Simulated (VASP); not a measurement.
# AlN (F-43m) in VASP: a series of runs

Runs on AlN. Level: LDA. Tasks: single point.

All numbers are computed with VASP 6.6.1; they aren't measurements. Logs are shortened: lines on timing, memory, paths and dates and some standing lists are left out, and cuts for length are marked.

## (1) The cell of the first run

The structure is cubic, space group F-43m (No. 216). Conventional cell: a = 4.226 Å, b = 4.226 Å, c = 4.226 Å, α = 90.00°, β = 90.00°, γ = 90.00°. Within 2.4 Å of Al (site symmetry -43m) lie 4 N at 1.83 Å. N (site symmetry -43m) has 4 Al at 1.83 Å within 2.4 Å.

## (2) Single point, LDA

INCAR

```
SYSTEM = AlN
PREC = Accurate ; ENCUT = 600
EDIFF = 1E-6 ; ISMEAR = 0
SIGMA = 0.01 ; LREAL = .FALSE.
LASPH = .TRUE. ; NELM = 120
ALGO = Normal ; ISIF = 2
LWAVE = .FALSE. ; LCHARG = .TRUE.
LELF = .TRUE. ; LVHAR = .TRUE.
NBANDS = 11 ; GGA_COMPAT = .FALSE.
```

KPOINTS

```
Automatic mesh
0
G
  7 7 7
  0 0 0
```

POSCAR

```
AlN
1.0
    0.0000000000      2.1130468877      2.1130468877
    2.1130468877      0.0000000000      2.1130468877
    2.1130468877      2.1130468877      0.0000000000
Al N
1 1
Direct
    0.0000000000      0.0000000000      0.0000000000
    0.7500000000      0.7500000000      0.7500000000
```

Potentials or basis: VASP PAW LDA potentials, release 64 (Al, N).

The run is started by

```sh
$ cat potpaw_LDA.64/Al/POTCAR potpaw_LDA.64/N/POTCAR > POTCAR
$ mpirun -np 1 vasp_std > vasp.out
```

OUTCAR:

```text
SYSTEM = AlN
   PREC = Accurate
   ENCUT = 600
   EDIFF = 1E-6
   ISMEAR = 0
   LREAL = .FALSE.
   LASPH = .TRUE.
   NELM = 120
   ISIF = 2

 ion  position               nearest neighbor table
   1  0.000  0.000  0.000-   2 1.83   2 1.83   2 1.83   2 1.83
   2  0.750  0.750  0.750-   1 1.83   1 1.83   1 1.83   1 1.83

  LATTYP: Found a face centered cubic cell.
 ALAT       =     4.2260937754

  Lattice vectors:

 A1 = (   0.0000000000,   2.1130468877,   2.1130468877)
 A2 = (   2.1130468877,   0.0000000000,   2.1130468877)
 A3 = (   2.1130468877,   2.1130468877,   0.0000000000)

Analysis of symmetry for initial positions (statically):
=====================================================================
 Subroutine PRICEL returns:
 Original cell was already a primitive cell.

 Routine SETGRP: Setting up the symmetry group for a
 face centered cubic supercell.

 Subroutine GETGRP returns: Found 24 space group operations
 (whereof 24 operations were pure point group operations)
 out of a pool of 48 trial point group operations.

The static configuration has the point symmetry T_d .

Analysis of symmetry for dynamics (positions and initial velocities):
=====================================================================
 Subroutine PRICEL returns:
 Original cell was already a primitive cell.

 Routine SETGRP: Setting up the symmetry group for a
 face centered cubic supercell.

 Subroutine GETGRP returns: Found 24 space group operations
 (whereof 24 operations were pure point group operations)
 out of a pool of 48 trial point group operations.

The dynamic configuration has the point symmetry T_d .

 Subroutine INISYM returns: Found 24 space group operations
 (whereof 24 operations are pure point group operations),
 and found     1 'primitive' translations

----------------------------------------------------------------------------------------

                                     Primitive cell

  volume of cell :      18.8694

  direct lattice vectors                    reciprocal lattice vectors
     0.000000000  2.113046888  2.113046888    -0.236625133  0.236625133  0.236625133
     2.113046888  0.000000000  2.113046888     0.236625133 -0.236625133  0.236625133
     2.113046888  2.113046888  0.000000000     0.236625133  0.236625133 -0.236625133

  length of vectors
     2.988299567  2.988299567  2.988299567     0.409846752  0.409846752  0.409846752

  position of ions in fractional coordinates (direct lattice)
     0.000000000  0.000000000  0.000000000
     0.750000000  0.750000000  0.750000000

  ion indices of the primitive-cell ions
   primitive index   ion index
                 1           1
                 2           2

----------------------------------------------------------------------------------------

 KPOINTS: Automatic mesh

Automatic generation of k-mesh.
 Grid dimensions read from file:
 generate k-points for:    7    7    7

 Generating k-lattice:

  Cartesian coordinates                     Fractional coordinates (reciprocal lattice)
    -0.033803590  0.033803590  0.033803590     0.142857143  0.000000000  0.000000000
     0.033803590 -0.033803590  0.033803590     0.000000000  0.142857143  0.000000000
     0.033803590  0.033803590 -0.033803590     0.000000000  0.000000000  0.142857143

  Length of vectors
     0.058549536  0.058549536  0.058549536

  Shift w.r.t. Gamma in fractional coordinates (k-lattice)
     0.000000000  0.000000000  0.000000000

 Subroutine IBZKPT returns following result:
 ===========================================

 Found     20 irreducible k-points:

 Following reciprocal coordinates:
            Coordinates               Weight
  0.000000  0.000000  0.000000      1.000000
  0.142857  0.000000  0.000000      8.000000
  0.285714  0.000000  0.000000      8.000000
  0.428571  0.000000  0.000000      8.000000
  0.142857  0.142857  0.000000      6.000000
  0.285714  0.142857  0.000000     24.000000
[... 12 lines left out ...]
 -0.428571  0.428571  0.142857     24.000000
 -0.285714  0.428571  0.142857     24.000000
   k-points           NKPTS =     20   k-points in BZ     NKDIM =     20   number of bands    NBANDS=     11
   number of dos      NEDOS =    301   number of ions     NIONS =      2
   total plane-waves  NPLWV =  13824
   dimension x,y,z NGX =    24 NGY =   24 NGZ =   24
   dimension x,y,z NGXF=    48 NGYF=   48 NGZF=   48
   ions per type =               1   1
   NGX,Y,Z   is equivalent  to a cutoff of  13.35, 13.35, 13.35 a.u.
   NGXF,Y,Z  is equivalent  to a cutoff of  26.70, 26.70, 26.70 a.u.
 SYSTEM =  AlN
   PREC   = accura    normal or accurate (medium, high low for compatibility)
   ISTART =      0    job   : 0-new  1-cont  2-samecut
   ICHARG =      2    charge: 1-file 2-atom 10-const
   ISPIN  =      1    spin polarized calculation?
   LNONCOLLINEAR =      F non collinear calculations
   LSORBIT =      F    spin-orbit coupling
   LASPH  =      T    aspherical Exc in radial PAW
   ENCUT  =  600.0 eV  44.10 Ry    6.64 a.u.   5.97  5.97  5.97*2*pi/ulx,y,z
   NELM   =    120;   NELMIN=  2; NELMDL= -5     # of ELM steps
   EDIFF  = 0.1E-05   stopping-criterion for ELM
   LREAL  =      F    real-space projection
   EDIFFG = 0.1E-04   stopping-criterion for IOM
   NSW    =      0    number of steps for IOM
   IBRION =     -1    ionic relax: 0-MD 1-quasi-New 2-CG
   NFREE  =      0    steps in history (QN), initial steepest desc. (CG)
   ISIF   =      2    stress and relaxation
   ISYM   =      2    0-nonsym 1-usesym 2-fastsym
   POTIM  = 0.5000    time-step for ionic-motion
   TEBEG  =    0.0;   TEEND  =   0.0 temperature during run
   PSTRESS=    0.0 pullay stress
   NELECT =       8.0000    total number of electrons
   NUPDOWN=      -1.0000    fix difference up-down
   EMIN   =  10.00;   EMAX   =-10.00  energy-range for DOS
   EFERMI =   0.00;   METHOD = LEGACY
   ISMEAR =     0;   SIGMA  =   0.01  broadening in eV -4-tet -1-fermi 0-gaus
   EFERMI_NEDOS =   21; number of points for ismear=-14 and -15
   IALGO  =     38    algorithm
   IMIX   =      4    mixing-type and parameters
     AMIX     =   0.40;   BMIX     =  1.00
     AMIX_MAG =   1.60;   BMIX_MAG =  1.00
  volume/ion in A,a.u.               =       9.43        63.67
  Fermi-wavevector in a.u.,A,eV,Ry     =   1.229851  2.324081 20.579254  1.512533
  Thomas-Fermi vector in A             =   2.364722
   LORBIT       =      0    0 simple, 1 ext, 2 COOP (PROOUT), +10 PAW based schemes
   GGA     = CA    functional components
   LHFCALC =     F    Hartree Fock is set to
   AEXX    =    0.0000 exact exchange contribution
   IVDW    =     0    specifies the selected vdW correction
   LEPSILON=     F    determine dielectric tensor
   LRPA    =     F    only Hartree local field effects (RPA)
 non-spin polarized calculation
 Gauss-broadening in eV      SIGMA  =   0.01
  energy-cutoff  :      600.00
  volume of cell :       18.87
 maximum number of plane-waves:       640
   NGX = 11   NGY = 11   NGZ = 11

 number of electron       8.0000000 magnetization

 Free energy of the ion-electron system (eV)
  ---------------------------------------------------
  ext. energy  EPLUGINS =         0.00000000
  ---------------------------------------------------
  free energy    TOTEN  =       -16.27305610 eV

  energy without entropy =      -16.27305610  energy(sigma->0) =      -16.27305610

 E-fermi :   6.7950     XC(G=0): -11.7049

 val. band max:        6.6849628757   @ k =   0.0000   0.0000   0.0000
 cond. band min:      10.2772967056   @ k =   0.4286   0.4286   0.0000
 fundamental gap:      3.5923338299
 Fermi energy:         6.7949729120

 k-point     1 :       0.0000    0.0000    0.0000
  band No.  band energies     occupation
      1      -8.7387      2.00000
      2       6.6850      2.00000
      3       6.6850      2.00000
      4       6.6850      2.00000
      5      11.8326      0.00000
      6      20.0201      0.00000
      7      20.0201      0.00000
      8      20.0201      0.00000
      9      25.0065      0.00000
     10      25.0065      0.00000
     11      26.5972      0.00000

 k-point     2 :       0.1429    0.0000    0.0000
  band No.  band energies     occupation
      1      -8.4012      2.00000
      2       5.1995      2.00000
      3       6.5818      2.00000
      4       6.5818      2.00000
      5      12.9174      0.00000
      6      19.3036      0.00000
      7      20.2025      0.00000
      8      20.2025      0.00000
      9      23.2325      0.00000
     10      23.2325      0.00000
     11      25.3332      0.00000

 k-point     3 :       0.2857    0.0000    0.0000
  band No.  band energies     occupation
      1      -7.4929      2.00000
      2       2.6335      2.00000
      3       6.3687      2.00000
      4       6.3687      2.00000
      5      14.2422      0.00000
      6      18.1127      0.00000
      7      19.3126      0.00000
      8      19.3126      0.00000
      9      24.1811      0.00000
     10      24.1811      0.00000
     11      24.8309      0.00000

 k-point     4 :       0.4286    0.0000    0.0000
  band No.  band energies     occupation
      1      -6.4904      2.00000
      2       0.6555      2.00000
      3       6.2137      2.00000
      4       6.2137      2.00000
      5      14.8045      0.00000
      6      17.2664      0.00000
      7      18.3956      0.00000
      8      18.3956      0.00000
      9      25.5875      0.00000
     10      26.9964      0.00000
     11      26.9964      0.00000
[... 183 lines left out ...]
 k-point    18 :      -0.4286    0.2857    0.1429
  band No.  band energies     occupation
      1      -5.9717      2.00000
      2       1.5285      2.00000
      3       4.0326      2.00000
      4       5.3453      2.00000
      5      13.6812      0.00000
      6      17.1202      0.00000
      7      19.3517      0.00000
      8      20.5002      0.00000
      9      24.2366      0.00000
     10      26.7903      0.00000
     11      30.6644      0.00000

 k-point    19 :      -0.4286    0.4286    0.1429
  band No.  band energies     occupation
      1      -5.6857      2.00000
      2       1.9173      2.00000
      3       4.0230      2.00000
      4       4.3846      2.00000
      5      11.8767      0.00000
      6      17.1954      0.00000
      7      20.1208      0.00000
      8      21.6029      0.00000
      9      23.8688      0.00000
     10      28.4073      0.00000
     11      33.0664      0.00000

 k-point    20 :      -0.2857    0.4286    0.1429
  band No.  band energies     occupation
      1      -5.5462      2.00000
      2       2.5103      2.00000
      3       2.6124      2.00000
      4       4.5364      2.00000
      5      12.8079      0.00000
      6      17.9152      0.00000
      7      19.8939      0.00000
      8      20.5529      0.00000
      9      24.5279      0.00000
     10      26.4344      0.00000
     11      33.3674      0.00000

------------------------ aborting loop because EDIFF is reached ----------------------------------------

  FORCE on cell =-STRESS in cart. coord.  units (eV):
  Direction    XX          YY          ZZ          XY          YZ          ZX
  --------------------------------------------------------------------------------------
  -------------------------------------------------------------------------------------
  Total        2.4633979      2.4633979      2.4633979      0.0000000      0.0000000     -0.0000000
  in kB      209.1643930    209.1643930    209.1643930      0.0000000      0.0000000     -0.0000000
  external PRESSURE =     209.1643930 kB  Pullay stress =       0.0000000 kB

 VOLUME and BASIS-vectors are now :
 -----------------------------------------------------------------------------
  energy-cutoff  :      600.00
  volume of cell :       18.87
      direct lattice vectors                 reciprocal lattice vectors
     0.000000000  2.113046888  2.113046888    -0.236625133  0.236625133  0.236625133
     2.113046888  0.000000000  2.113046888     0.236625133 -0.236625133  0.236625133
     2.113046888  2.113046888  0.000000000     0.236625133  0.236625133 -0.236625133

 POSITION                                       TOTAL-FORCE (eV/Angst)
 -----------------------------------------------------------------------------------
      0.00000      0.00000      0.00000        -0.000000      0.000000     -0.000000
      3.16957      3.16957      3.16957         0.000000     -0.000000      0.000000
 -----------------------------------------------------------------------------------
    total drift:                                0.000000      0.000000      0.000000

  FREE ENERGIE OF THE ION-ELECTRON SYSTEM (eV)
  ---------------------------------------------------
  free  energy   TOTEN  =       -16.2730560962 eV

  energy  without entropy=      -16.2730560962  energy(sigma->0) =      -16.27305610
```

Wall time 6.8 s (1 thread of Intel Xeon 8259CL, shared host); peak memory 0.12 GiB.

Results:

| Item | Value |
| --- | --- |
| Free energy | -16.2731 eV |
| Pressure | 20.9 GPa |
| Band gap on the k mesh | 3.59 eV, indirect (least direct gap 5.15 eV) |

Levels at points of the mesh, in eV from the valence-band top:
```tsv
k point	band 1	band 2	band 3	band 4	band 5	band 6	band 7	band 8
(0.00, 0.00, 0.00)	-15.42	0.00	0.00	0.00	5.15	13.34	13.34	13.34
```

A k mesh can miss the band edges. As with any semilocal functional, this LDA gap is likely too small.

## (3) Single point, LDA

This run uses another cell than the first one, of 9.13 Å³/atom, 0.967 times its volume.

INCAR

```
  PREC = Accurate
  ENCUT = 600
  EDIFF = 1E-6
  ISMEAR = 0
  SIGMA = 0.01
  LREAL = F
  LASPH = T
  NELM = 120
  ALGO = Normal
  ISIF = 2
  LWAVE = F
  LCHARG = F
  GGA = CA
  NBANDS = 11
  GGA_COMPAT = F
```

KPOINTS

```
Automatic mesh
0
Gamma
  7 7 7
```

POSCAR

```
AlN
1.0
    0.0000000000      2.0898387853      2.0898387853
    2.0898387853      0.0000000000      2.0898387853
    2.0898387853      2.0898387853      0.0000000000
Al N
1 1
Direct
    0.0000000000      0.0000000000      0.0000000000
    0.7500000000      0.7500000000      0.7500000000
```

Potentials or basis: VASP PAW LDA potentials, release 64 (Al, N).

The run is started by

```sh
$ cat potpaw_LDA.64/Al/POTCAR potpaw_LDA.64/N/POTCAR > POTCAR
$ mpirun -np 1 vasp_std > vasp.out
```

Wall time 5.8 s (1 thread of Intel Xeon 8259CL, shared host); peak memory 0.12 GiB.

The run converged. Its results:

```
Free energy            : -16.1730 eV
Pressure               : 31.1 GPa
Band gap on the k mesh : 3.61 eV, indirect (least direct gap 5.46 eV)
```

Levels at points of the mesh, in eV from the valence-band top:
| k point | band 2 | band 3 | band 4 | band 5 | band 6 | band 7 |
| --- | --- | --- | --- | --- | --- | --- |
| (0.00, 0.00, 0.00) | 0.00 | 0.00 | 0.00 | 5.47 | 13.69 | 13.69 |

A k mesh can miss the band edges.

## (4) Single point, LDA

This run uses another cell than the first one, of 8.86 Å³/atom, 0.939 times its volume.

INCAR

```
PREC = Accurate
ENCUT = 600
EDIFF = 1E-6
ISMEAR = 0
SIGMA = 0.01
LREAL = F
LASPH = T
NELM = 120
ALGO = Normal
ISIF = 2
LWAVE = F
LCHARG = T
GGA = CA
LELF = T
LVHAR = T
NBANDS = 11
GGA_COMPAT = F
```

KPOINTS is that of step 3.

POSCAR

```
AlN
1.0
    0.0000000000      2.0691473774      2.0691473774
    2.0691473774      0.0000000000      2.0691473774
    2.0691473774      2.0691473774      0.0000000000
Al N
1 1
Direct
    0.0000000000      0.0000000000      0.0000000000
    0.7500000000      0.7500000000      0.7500000000
```

The run is started by

```sh
$ cat potpaw_LDA.64/Al/POTCAR potpaw_LDA.64/N/POTCAR > POTCAR
$ mpirun -np 1 vasp_std > vasp.out
```

It took 6.7 s on 1 thread of Intel Xeon 8259CL, shared host; peak memory 0.12 GiB.

Results (log left out):

```yaml
Free_energy: -16.0513 eV
Pressure: 41.4 GPa
Band_gap_on_the_k_mesh: 3.63 eV, indirect (least direct gap 5.51 eV)
```

Levels at points of the mesh, in eV from the valence-band top:
| k point | band 1 | band 2 | band 3 | band 4 | band 5 | band 6 | band 7 | band 8 |
| --- | --- | --- | --- | --- | --- | --- | --- | --- |
| (0.00, 0.00, 0.00) | -15.83 | 0.00 | 0.00 | 0.00 | 5.76 | 14.01 | 14.01 | 14.01 |

A k mesh can miss the band edges.

## (5) Single point, LDA

This run uses another cell than the first one, of 10.23 Å³/atom, 1.085 times its volume.

INCAR

```
SYSTEM = AlN
ALGO     = Normal         ! electronic algorithm
EDIFF    = 1E-6           ! SCF threshold, eV
ENCUT    = 600            ! plane-wave cutoff, eV
GGA_COMPAT= .FALSE.      
ISIF     = 2              ! what is computed and relaxed
ISMEAR   = 0              ! smearing method
LASPH    = .TRUE.         ! aspherical terms in the spheres
LCHARG   = .FALSE.        ! write CHGCAR
LREAL    = .FALSE.        ! projectors in reciprocal space
LWAVE    = .FALSE.        ! write WAVECAR
NBANDS   = 11             ! bands
NELM     = 120            ! most SCF steps
PREC     = Accurate       ! precision mode
SIGMA    = 0.01           ! smearing width, eV
```

KPOINTS

```
k-points
0
G
  7 7 7
  0 0 0
```

POSCAR

```
AlN
1.0
    0.0000000000      2.1711610530      2.1711610530
    2.1711610530      0.0000000000      2.1711610530
    2.1711610530      2.1711610530      0.0000000000
Al N
1 1
Direct
    0.0000000000      0.0000000000      0.0000000000
    0.7500000000      0.7500000000      0.7500000000
```

The run is started by

```sh
$ cat potpaw_LDA.64/Al/POTCAR potpaw_LDA.64/N/POTCAR > POTCAR
$ mpirun -np 1 vasp_std > vasp.out
```

Wall time 12 s (1 thread of Intel Xeon 8259CL, shared host); peak memory 0.13 GiB.

Results (log left out):

* Free energy: -16.3756 eV
* Pressure: 0.5 GPa
* Band gap on the k mesh: 3.54 eV, indirect (least direct gap 4.39 eV)

Levels at points of the mesh, in eV from the valence-band top:
| k point | band 1 | band 2 | band 3 | band 4 | band 5 | band 6 | band 7 | band 8 | band 9 |
| --- | --- | --- | --- | --- | --- | --- | --- | --- | --- |
| (0.00, 0.00, 0.00) | -14.93 | 0.00 | 0.00 | 0.00 | 4.39 | 12.51 | 12.51 | 12.51 | 17.66 |

A k mesh can miss the band edges. LDA gaps usually lie below the measured ones, often by a third to a half.

## (6) The runs side by side

```csv
cell,gap on the mesh (eV),pressure (GPa)
"a = 2.988 Å, angles 60.0°, 2 atoms",3.59,20.9
"a = 2.955 Å, angles 60.0°, 2 atoms",3.61,31.1
"a = 2.926 Å, angles 60.0°, 2 atoms",3.63,41.4
"a = 3.070 Å, angles 60.0°, 2 atoms",3.54,0.5
```

Alike in all rows: task single point; level LDA; potentials or basis VASP PAW LDA potentials, release 64 (Al, N); no spin polarisation; k mesh 7 × 7 × 7; cutoff (eV) 600; smearing gaussian 0.01 eV.

Total energies depend on the potentials used, so only differences within one code and one set of settings carry meaning.
